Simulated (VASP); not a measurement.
# TiB3: single point with PBE

TiB3:

```
Ti B
1.0
    -1.63314    1.63314    3.65805
     1.63314   -1.63314    3.65805
     1.63314    1.63314   -3.65805
Ti B
1 3
Direct
  0.00000 0.00000 0.00000
  0.50000 0.50000 0.00000
  0.75000 0.25000 0.50000
  0.25000 0.75000 0.50000
```

This cell differs from its parent crystal: Al replaced by B, lengths x 0.873, strained.

| Property | Result |
| --- | --- |
| Program | VASP 6.6.1 |
| Task | single point |
| Functional | PBE |
| Potentials or basis | VASP PAW PBE potentials, release 64 (Ti_sv, B) |
| Cutoff | 520 eV |
| k mesh | 8 × 8 × 8 |
| Occupations | gaussian, width 0.1 eV |
| Spin | no spin polarisation |

| Item | Value |
| --- | --- |
| Pressure | -26.5 GPa |

Stress tensor (GPa, compression positive):
```
-33.16   0.00   0.00
  0.00 -33.16   0.00
  0.00   0.00 -13.11
```

Levels at points of the mesh, in eV from the Fermi level:
| k point | band 9 | band 10 | band 11 | band 12 | band 13 | band 14 |
| --- | --- | --- | --- | --- | --- | --- |
| (0.00, 0.00, 0.00) | -2.11 | -1.80 | 1.47 | 1.63 | 1.63 | 2.07 |
| (0.50, 0.00, 0.00) | -2.03 | -0.27 | 0.77 | 2.25 | 2.90 | 3.35 |
| (0.50, 0.50, 0.00) | -3.30 | -2.56 | -1.60 | 3.12 | 3.15 | 3.49 |
| (0.50, 0.50, 0.50) | -1.86 | 0.38 | 1.72 | 1.72 | 2.16 | 4.43 |

Run time: 20 s on 1 thread of Intel(R) Xeon(R) 6975P-C (Granite Rapids) (shared host), peak memory 0.19 GiB.

Caveat: the cell differs from its parent crystal (Al replaced by B, lengths x 0.873, strained).
